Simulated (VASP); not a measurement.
# KBr (Pm-3m) in VASP: a series of runs, part 3 of 3

VASP 6.6.1. The steps go on from the part before.

## (4) Electric field gradients, LDA (volume scaled by 0.98)

The input, INCAR:

```
PREC = Accurate
ENCUT = 520
EDIFF = 1E-8
ISMEAR = -1
SIGMA = 0.01
LREAL = F
LASPH = T
NELM = 100
ALGO = Normal
ISIF = 2
LWAVE = F
LCHARG = F
GGA = CA
LEFG = T
NBANDS = 15
```

The input, KPOINTS:

```
regular mesh
0
Gamma
  6 6 6
```

The input, POSCAR:

```
KBr
1.0
    4.0163606051      0.0000000000      0.0000000000
    0.0000000000      4.0163606051      0.0000000000
    0.0000000000      0.0000000000      4.0163606051
K Br
1 1
Direct
    0.0000000000      0.0000000000      0.0000000000
    0.5000000000      0.5000000000      0.5000000000
```

Potentials or basis: VASP PAW LDA potentials, release 64 (K_sv, Br).

Started as:

```bash
> cat potpaw_LDA.64/K_sv/POTCAR potpaw_LDA.64/Br/POTCAR > POTCAR
> mpirun -np 1 vasp_std > vasp.out
```

OUTCAR:

```text
PREC = Accurate
   ENCUT = 520
   EDIFF = 1E-8
   ISMEAR = -1
   LREAL = F
   LASPH = T
   NELM = 100
   ISIF = 2
   GGA = CA

 ion  position               nearest neighbor table
   1  0.000  0.000  0.000-
   2  0.500  0.500  0.500-

  LATTYP: Found a simple cubic cell.
 ALAT       =     4.0163606051

  Lattice vectors:

 A1 = (   4.0163606051,   0.0000000000,   0.0000000000)
 A2 = (   0.0000000000,   4.0163606051,   0.0000000000)
 A3 = (   0.0000000000,   0.0000000000,   4.0163606051)

Analysis of symmetry for initial positions (statically):
=====================================================================
 Subroutine PRICEL returns:
 Original cell was already a primitive cell.

 Routine SETGRP: Setting up the symmetry group for a
 simple cubic supercell.

 Subroutine GETGRP returns: Found 48 space group operations
 (whereof 48 operations were pure point group operations)
 out of a pool of 48 trial point group operations.

The static configuration has the point symmetry O_h .

Analysis of symmetry for dynamics (positions and initial velocities):
=====================================================================
 Subroutine PRICEL returns:
 Original cell was already a primitive cell.

 Routine SETGRP: Setting up the symmetry group for a
 simple cubic supercell.

 Subroutine GETGRP returns: Found 48 space group operations
 (whereof 48 operations were pure point group operations)
 out of a pool of 48 trial point group operations.

The dynamic configuration has the point symmetry O_h .

 Subroutine INISYM returns: Found 48 space group operations
 (whereof 48 operations are pure point group operations),
 and found     1 'primitive' translations

----------------------------------------------------------------------------------------

                                     Primitive cell

  volume of cell :      64.7885

  direct lattice vectors                    reciprocal lattice vectors
     4.016360605  0.000000000  0.000000000     0.248981627  0.000000000  0.000000000
     0.000000000  4.016360605  0.000000000     0.000000000  0.248981627  0.000000000
     0.000000000  0.000000000  4.016360605     0.000000000  0.000000000  0.248981627

  length of vectors
     4.016360605  4.016360605  4.016360605     0.248981627  0.248981627  0.248981627

  position of ions in fractional coordinates (direct lattice)
     0.000000000  0.000000000  0.000000000
     0.500000000  0.500000000  0.500000000

  ion indices of the primitive-cell ions
   primitive index   ion index
                 1           1
                 2           2

----------------------------------------------------------------------------------------

 KPOINTS: regular mesh

Automatic generation of k-mesh.
 Grid dimensions read from file:
 generate k-points for:    6    6    6

 Generating k-lattice:

  Cartesian coordinates                     Fractional coordinates (reciprocal lattice)
[... 72 lines left out ...]
   IALGO  =     38    algorithm
   IMIX   =      4    mixing-type and parameters
     AMIX     =   0.40;   BMIX     =  1.00
     AMIX_MAG =   1.60;   BMIX_MAG =  1.00
  volume/ion in A,a.u.               =      32.39       218.61
  Fermi-wavevector in a.u.,A,eV,Ry     =   1.027106  1.940950 14.353435  1.054948
  Thomas-Fermi vector in A             =   2.161034
   LORBIT       =      0    0 simple, 1 ext, 2 COOP (PROOUT), +10 PAW based schemes
   GGA     = CA    functional components
   LHFCALC =     F    Hartree Fock is set to
   AEXX    =    0.0000 exact exchange contribution
   IVDW    =     0    specifies the selected vdW correction
   LEPSILON=     F    determine dielectric tensor
   LRPA    =     F    only Hartree local field effects (RPA)
 non-spin polarized calculation
  energy-cutoff  :      520.00
  volume of cell :       64.79
 maximum number of plane-waves:      1775
 NGX is ok and might be reduce to    30
   NGX = 15   NGY = 15   NGZ = 15

 number of electron      15.9999996 magnetization

 Free energy of the ion-electron system (eV)
  ---------------------------------------------------
  ext. energy  EPLUGINS =         0.00000000
  ---------------------------------------------------
  free energy    TOTEN  =        -6.70503831 eV

  energy without entropy =       -6.70503831  energy(sigma->0) =       -6.70503831

 E-fermi :  -0.6101     XC(G=0):  -8.4013

 val. band max:       -0.8250429961   @ k =   0.5000   0.5000   0.0000
 cond. band min:       2.7160455330   @ k =   0.0000   0.0000   0.0000
 fundamental gap:      3.5410885292
 Fermi energy:        -0.6101317446

 k-point     1 :       0.0000    0.0000    0.0000
  band No.  band energies     occupation
      1     -29.0716      2.00000
      2     -13.6767      2.00000
      3     -12.7280      2.00000
      4     -12.7280      2.00000
      5     -12.7280      2.00000
      6      -1.1008      2.00000
      7      -1.1008      2.00000
      8      -1.1008      2.00000
      9       2.7160      0.00000
     10       4.7292      0.00000
     11       4.7292      0.00000
     12       8.7266      0.00000
     13       8.7266      0.00000
     14       8.7266      0.00000
[... 329 lines left out ...]
      2     -13.2845      2.00000
      3     -12.8532      2.00000
      4     -12.8532      2.00000
      5     -12.8532      2.00000
      6      -2.3419      2.00000
      7      -2.3419      2.00000
      8      -2.3419      2.00000
      9       6.3244      0.00000
     10       6.3244      0.00000
     11       6.3244      0.00000
     12       8.4528      0.00000
     13       8.4528      0.00000
     14       8.4528      0.00000
     15      10.3099      0.00000

------------------------ aborting loop because EDIFF is reached ----------------------------------------

  FORCE on cell =-STRESS in cart. coord.  units (eV):
  Direction    XX          YY          ZZ          XY          YZ          ZX
  --------------------------------------------------------------------------------------
  -------------------------------------------------------------------------------------
  Total       -0.9675565     -0.9675565     -0.9675565      0.0000000      0.0000000      0.0000000
  in kB      -23.9270321    -23.9270321    -23.9270321      0.0000000      0.0000000      0.0000000
  external PRESSURE =     -23.9270321 kB  Pullay stress =       0.0000000 kB

 VOLUME and BASIS-vectors are now :
 -----------------------------------------------------------------------------
  energy-cutoff  :      520.00
  volume of cell :       64.79
      direct lattice vectors                 reciprocal lattice vectors
     4.016360605  0.000000000  0.000000000     0.248981627  0.000000000  0.000000000
     0.000000000  4.016360605  0.000000000     0.000000000  0.248981627  0.000000000
     0.000000000  0.000000000  4.016360605     0.000000000  0.000000000  0.248981627

 POSITION                                       TOTAL-FORCE (eV/Angst)
 -----------------------------------------------------------------------------------
      0.00000      0.00000      0.00000         0.000000      0.000000      0.000000
      2.00818      2.00818      2.00818         0.000000      0.000000      0.000000
 -----------------------------------------------------------------------------------
    total drift:                                0.000000      0.000000     -0.000000

  FREE ENERGIE OF THE ION-ELECTRON SYSTEM (eV)
  ---------------------------------------------------
  free  energy   TOTEN  =        -6.7050383075 eV

  energy  without entropy=       -6.7050383075  energy(sigma->0) =       -6.70503831

 Electric field gradients (V/A^2)
---------------------------------------------------------------------
 ion       V_xx      V_yy      V_zz      V_xy      V_xz      V_yz
---------------------------------------------------------------------
   1       0.000     0.000     0.000    -0.000     0.000     0.000
   2       0.000     0.000    -0.000    -0.000    -0.000     0.000
---------------------------------------------------------------------

 Electric field gradients after diagonalization (V/A^2)
 (convention: |V_zz| > |V_xx| > |V_yy|)
----------------------------------------------------------------------
 ion       V_xx      V_yy      V_zz     asymmetry (V_yy - V_xx)/ V_zz
----------------------------------------------------------------------
   1       0.000     0.000     0.000      -0.183
   2       0.000     0.000    -0.000       0.143
----------------------------------------------------------------------

           NMR quadrupolar parameters

 Cq : quadrupolar parameter    Cq=e*Q*V_zz/h
 eta: asymmetry parameters     (V_yy - V_xx)/ V_zz
 Q  : nuclear electric quadrupole moment in mb (millibarn)
----------------------------------------------------------------------
 ion       Cq(MHz)       eta       Q (mb)
----------------------------------------------------------------------
   1       0.000      -0.183       1.000
   2      -0.000       0.143       1.000
----------------------------------------------------------------------
```

stdout:

```text
POSCAR found type information on POSCAR K Br
 POSCAR found :  2 types and       2 ions
 scaLAPACK will be used
 LDA part: xc-table for (Slater(with rela. corr.)+CA(PZ))
 , standard interpolation
 POSCAR, INCAR and KPOINTS ok, starting setup
 FFT: planning ... GRIDC
 FFT: planning ... GRID_SOFT
 FFT: planning ... GRID
 WAVECAR not read
 entering main loop
ion   1

ion   2
```

It took 14 s on 1 thread of Intel Xeon Platinum 8375C at 2.90GHz (Ice Lake), shared host; peak memory 0.15 GiB.

Results:

```yaml
Free_energy: -6.7050 eV
Pressure: -2.4 GPa
Band_gap_on_the_k_mesh: 3.54 eV, indirect (least direct gap 3.82 eV)
```

Caveat: without QUAD_EFG the Cq values of the log hold for a quadrupole moment of 1 mb, not for the nuclei. A k mesh can miss the band edges.
